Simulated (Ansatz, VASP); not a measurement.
**Al3GaN4: VASP beside Ansatz**

POSCAR

```
Al3GaN4
1.0
    4.9121301447      0.0000000000      0.0000640113
    0.0000000000      3.0468251051      0.0000000000
   -0.0032084735      0.0000000000      5.6809126274
Al Ga N
3 1 4
Direct
    0.5002216619      0.5000000000      0.1672550744
    0.0006683707      0.5000000000      0.8349019373
    0.0010043252      0.0000000000      0.3316444639
    0.4994946877      0.0000000000      0.6662044643
    0.1107069788      0.0000000000      0.6663170124
    0.1226755896      0.5000000000      0.1671322917
    0.6254135998      0.5000000000      0.8406810066
    0.6234137862      0.0000000000      0.3258647496
```

File INCAR.step1:

```
SYSTEM = Al3GaN4
  ALGO = Normal
  EDIFF = 1E-4
  ENCUT = 520
  GGA = PE
  ISMEAR = 0
  LASPH = .TRUE.
  LCHARG = .FALSE.
  LREAL = .FALSE.
  LWAVE = .TRUE.
  NBANDS = 31
  NELM = 80
  PREC = Accurate
  SIGMA = 0.05
```

Contents of INCAR.step2:

```
SYSTEM = Al3GaN4
  ALGO = Normal
  EDIFF = 1E-7
  ENCUT = 520
  ISIF = 2
  ISMEAR = 0
  ISTART = 1
  LASPH = .TRUE.
  LCHARG = .FALSE.
  LMIXTAU = .TRUE.
  LREAL = .FALSE.
  LWAVE = .FALSE.
  METAGGA = R2SCAN
  NBANDS = 31
  NELM = 80
  PREC = Accurate
  SIGMA = 0.05
```

Contents of KPOINTS:

```
k-points
0
G
  6 8 4
  0 0 0
```

Input for Ansatz:

```yaml
crystal:
  lattice:
    - [4.9121301447, 0.0, 6.40113e-05]
    - [0.0, 3.0468251051, 0.0]
    - [-0.0032084735, 0.0, 5.6809126274]
  atoms:
    - { symbol: Al, position: [0.5002216619, 0.5, 0.1672550744] }
    - { symbol: Al, position: [0.0006683707, 0.5, 0.8349019373] }
    - { symbol: Al, position: [0.0010043252, 0.0, 0.3316444639] }
    - { symbol: Ga, position: [0.4994946877, 0.0, 0.6662044643] }
    - { symbol: "N", position: [0.1107069788, 0.0, 0.6663170124] }
    - { symbol: "N", position: [0.1226755896, 0.5, 0.1671322917] }
    - { symbol: "N", position: [0.6254135998, 0.5, 0.8406810066] }
    - { symbol: "N", position: [0.6234137862, 0.0, 0.3258647496] }
basis:
  ecutwfc: 500
kpoints:
  mp_grid: { grid: [6, 8, 4] }
hamiltonian:
  xc: r2scan
scf:
  occupations: { method: gaussian, width: 0.05 }
output:
  forces: true
  stress: true
  eigenvalues: true
```

Change from the starting cell: strain -0.025 along x and y, +0.050 along z, atoms carried along.

Alike in both runs: task single point; functional r2SCAN; k mesh 6 × 8 × 4; occupations gaussian, width 0.05 eV; no spin polarisation.

```csv
,VASP,Ansatz
version,VASP 6.6.1,Ansatz 0.2.0
potentials or method,"VASP PAW PBE potentials, release 64 (Al, Ga_d, N), cutoff 520 eV","scalar-relativistic, plane waves, PAW"
valence electrons in the cell,42,42
```

```csv
,VASP,Ansatz,Ansatz less VASP
gap on the k mesh at the Fermi level (eV),3.93,3.91,-0.014
least direct gap on the mesh (eV),3.93,3.91,-0.014
pressure (GPa),1.2,1.2,-0.04
"traceless stress, the component that is largest in VASP (GPa)",-17.82,-17.60,+0.215
rms of the force components (eV/Å),0.413,0.402,-0.0107
```

VASP's potentials were made for PBE, not for r2SCAN. Atom by atom the forces differ by 0.030 eV/Å (rms over components).
